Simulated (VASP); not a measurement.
# Ba (Fm-3m) in VASP: single point with PBEsol

Aim: the single point of Ba with PBEsol.

Program: VASP 6.6.1. These are calculated values, not measurements. Logs are shortened: lines on timing, memory, paths and dates and some standing lists are left out, and cuts for length are marked.

**1. The cell of the first run**

It takes space group Fm-3m (No. 225, cubic). The conventional cell has a = 6.465 Å, b = 6.465 Å, c = 6.465 Å, α = 90.00°, β = 90.00°, γ = 90.00°.

**2. Single point, PBEsol**

Contents of INCAR:

```
ALGO = Normal ; EDIFF = 1E-6
ENCUT = 520 ; GGA = PS
ISIF = 2 ; ISMEAR = 0
LASPH = True ; LCHARG = False
LREAL = False ; LWAVE = False
NBANDS = 11 ; NELM = 60
PREC = Accurate ; SIGMA = 0.15
```

Contents of KPOINTS:

```
k-points
0
Gamma
  14 14 14
```

Contents of POSCAR:

```
Ba
1.0
    0.0000000000      3.2326650028      3.2326650028
    3.2326650028      0.0000000000      3.2326650028
    3.2326650028      3.2326650028      0.0000000000
Ba
1
Direct
    0.0000000000      0.0000000000      0.0000000000
```

Potentials or basis: VASP PAW PBE potentials, release 64 (Ba_sv).

The run is started by

```
$ cat potpaw_PBE.64/Ba_sv/POTCAR > POTCAR
$ mpirun -np 1 vasp_std > vasp.out
```

OUTCAR:

```text
EDIFF = 1E-6
   ENCUT = 520
   GGA = PS
   ISIF = 2
   ISMEAR = 0
   LASPH = True
   LREAL = False
   NELM = 60
   PREC = Accurate

 ion  position               nearest neighbor table
   1  0.000  0.000  0.000-

  LATTYP: Found a face centered cubic cell.
 ALAT       =     6.4653300056

  Lattice vectors:

 A1 = (   0.0000000000,   3.2326650028,   3.2326650028)
 A2 = (   3.2326650028,   0.0000000000,   3.2326650028)
 A3 = (   3.2326650028,   3.2326650028,   0.0000000000)

Analysis of symmetry for initial positions (statically):
=====================================================================
 Subroutine PRICEL returns:
 Original cell was already a primitive cell.

 Routine SETGRP: Setting up the symmetry group for a
 face centered cubic supercell.

 Subroutine GETGRP returns: Found 48 space group operations
 (whereof 48 operations were pure point group operations)
 out of a pool of 48 trial point group operations.

The static configuration has the point symmetry O_h .

Analysis of symmetry for dynamics (positions and initial velocities):
=====================================================================
 Subroutine PRICEL returns:
 Original cell was already a primitive cell.

 Routine SETGRP: Setting up the symmetry group for a
 face centered cubic supercell.

 Subroutine GETGRP returns: Found 48 space group operations
 (whereof 48 operations were pure point group operations)
 out of a pool of 48 trial point group operations.

The dynamic configuration has the point symmetry O_h .

 Subroutine INISYM returns: Found 48 space group operations
 (whereof 48 operations are pure point group operations),
 and found     1 'primitive' translations

----------------------------------------------------------------------------------------

                                     Primitive cell

  volume of cell :      67.5635

  direct lattice vectors                    reciprocal lattice vectors
     0.000000000  3.232665003  3.232665003    -0.154671146  0.154671146  0.154671146
     3.232665003  0.000000000  3.232665003     0.154671146 -0.154671146  0.154671146
     3.232665003  3.232665003  0.000000000     0.154671146  0.154671146 -0.154671146

  length of vectors
     4.571678690  4.571678690  4.571678690     0.267898283  0.267898283  0.267898283

  position of ions in fractional coordinates (direct lattice)
     0.000000000  0.000000000  0.000000000

  ion indices of the primitive-cell ions
   primitive index   ion index
                 1           1

[... 78 lines left out ...]
   ISYM   =      2    0-nonsym 1-usesym 2-fastsym
   POTIM  = 0.5000    time-step for ionic-motion
   TEBEG  =    0.0;   TEEND  =   0.0 temperature during run
   PSTRESS=    0.0 pullay stress
   NELECT =      10.0000    total number of electrons
   NUPDOWN=      -1.0000    fix difference up-down
   EMIN   =  10.00;   EMAX   =-10.00  energy-range for DOS
   EFERMI =   0.00;   METHOD = LEGACY
   ISMEAR =     0;   SIGMA  =   0.15  broadening in eV -4-tet -1-fermi 0-gaus
   EFERMI_NEDOS =   21; number of points for ismear=-14 and -15
   IALGO  =     38    algorithm
   IMIX   =      4    mixing-type and parameters
     AMIX     =   0.40;   BMIX     =  1.00
     AMIX_MAG =   1.60;   BMIX_MAG =  1.00
  volume/ion in A,a.u.               =      67.56       455.94
  Fermi-wavevector in a.u.,A,eV,Ry     =   0.865973  1.636451 10.203124  0.749908
  Thomas-Fermi vector in A             =   1.984294
   LORBIT       =      0    0 simple, 1 ext, 2 COOP (PROOUT), +10 PAW based schemes
   GGA     = PS    functional components
   LHFCALC =     F    Hartree Fock is set to
   AEXX    =    0.0000 exact exchange contribution
   IVDW    =     0    specifies the selected vdW correction
   LEPSILON=     F    determine dielectric tensor
   LRPA    =     F    only Hartree local field effects (RPA)
 non-spin polarized calculation
 Gauss-broadening in eV      SIGMA  =   0.15
  energy-cutoff  :      520.00
  volume of cell :       67.56
 maximum number of plane-waves:      1841
 NGX is ok and might be reduce to    36
   NGX = 17   NGY = 17   NGZ = 17

 number of electron      10.0000000 magnetization

 Free energy of the ion-electron system (eV)
  ---------------------------------------------------
  ext. energy  EPLUGINS =         0.00000000
  ---------------------------------------------------
  free energy    TOTEN  =        -2.11253702 eV

  energy without entropy =       -2.09381615  energy(sigma->0) =       -2.10317659

 E-fermi :   1.3666     XC(G=0):  -7.2814

 val. band max:        1.3532309611   @ k =  -0.4286   0.4286   0.0000
 cond. band min:       1.3916198030   @ k =   0.4286   0.3571   0.0000
 fundamental gap:      0.0383888419
 Fermi energy:         1.3665861023

 k-point     1 :       0.0000    0.0000    0.0000
  band No.  band energies     occupation
      1     -27.6462      2.00000
      2     -12.6163      2.00000
      3     -12.6163      2.00000
      4     -12.6163      2.00000
      5      -1.4147      2.00000
      6       3.0422      0.00000
      7       3.0422      0.00000
      8       3.0422      0.00000
      9       4.4931      0.00000
     10       4.4931      0.00000
     11       7.1934      0.00000
[... 309 lines left out ...]
 k-point    24 :       0.2857    0.1429    0.0000
  band No.  band energies     occupation
      1     -27.6288      2.00000
      2     -12.8038      2.00000
      3     -12.6668      2.00000
      4     -12.6630      2.00000
      5      -0.3308      2.00000
      6       2.1103      0.00000
      7       3.0111      0.00000
      8       3.4731      0.00000
      9       4.0162      0.00000
     10       4.9258      0.00000
     11       8.0556      0.00000

 [... further k-points ...]

------------------------ aborting loop because EDIFF is reached ----------------------------------------

  FORCE on cell =-STRESS in cart. coord.  units (eV):
  Direction    XX          YY          ZZ          XY          YZ          ZX
  --------------------------------------------------------------------------------------
  -------------------------------------------------------------------------------------
  Total       -0.4117045     -0.4117045     -0.4117045      0.0000000      0.0000000     -0.0000000
  in kB       -9.7630171     -9.7630171     -9.7630171      0.0000000      0.0000000     -0.0000000
  external PRESSURE =      -9.7630171 kB  Pullay stress =       0.0000000 kB

 VOLUME and BASIS-vectors are now :
 -----------------------------------------------------------------------------
  energy-cutoff  :      520.00
  volume of cell :       67.56
      direct lattice vectors                 reciprocal lattice vectors
     0.000000000  3.232665003  3.232665003    -0.154671146  0.154671146  0.154671146
     3.232665003  0.000000000  3.232665003     0.154671146 -0.154671146  0.154671146
     3.232665003  3.232665003  0.000000000     0.154671146  0.154671146 -0.154671146

 POSITION                                       TOTAL-FORCE (eV/Angst)
 -----------------------------------------------------------------------------------
      0.00000      0.00000      0.00000        -0.000000     -0.000000      0.000000
 -----------------------------------------------------------------------------------
    total drift:                               -0.000000      0.000000      0.000000

  FREE ENERGIE OF THE ION-ELECTRON SYSTEM (eV)
  ---------------------------------------------------
  free  energy   TOTEN  =        -2.1125370199 eV

  energy  without entropy=       -2.0938161527  energy(sigma->0) =       -2.10317659
```

stdout:

```text
POSCAR found type information on POSCAR Ba
 POSCAR found :  1 types and       1 ions
 scaLAPACK will be used
 -----------------------------------------------------------------------------
|                                                                             |
|                                                                             |
|     You enforced a specific xc type in the INCAR file but a different       |
|     I HOPE YOU KNOW WHAT YOU ARE DOING!                                     |
|                                                                             |
 -----------------------------------------------------------------------------

 LDA part: xc-table for (Slater+PW92), standard interpolation
 POSCAR, INCAR and KPOINTS ok, starting setup
 FFT: planning ... GRIDC
 FFT: planning ... GRID_SOFT
 FFT: planning ... GRID
 WAVECAR not read
 entering main loop
```

Run time: 42 s. Hardware: 1 thread of Intel Xeon Platinum 8488C (Sapphire Rapids), shared host; peak memory 0.24 GiB.

Results:

```
Free energy            : -2.1125 eV
Pressure               : -1.0 GPa
Band gap on the k mesh : zero (band 5 reaches 1.41 eV, above the bottom of band 6 at 1.23 eV)
```

Levels at points of the mesh, in eV from the Fermi level:
| k point | band 1 | band 2 | band 3 | band 4 | band 5 | band 6 | band 7 | band 8 | band 9 | band 10 |
| --- | --- | --- | --- | --- | --- | --- | --- | --- | --- | --- |
| (0.00, 0.00, 0.00) | -29.01 | -13.98 | -13.98 | -13.98 | -2.78 | 1.68 | 1.68 | 1.68 | 3.13 | 3.13 |
| (0.50, 0.00, 0.00) | -28.98 | -14.35 | -14.03 | -14.03 | -0.96 | 0.87 | 1.55 | 1.55 | 4.23 | 4.23 |
| (0.50, 0.50, 0.00) | -28.97 | -14.33 | -14.12 | -14.12 | -0.76 | -0.14 | 1.79 | 4.24 | 4.56 | 4.56 |

Caveat: the PAW data sets were made with another functional, which shifts forces and pressure a little; spin-orbit coupling is left out, which moves the levels of the heavy elements.
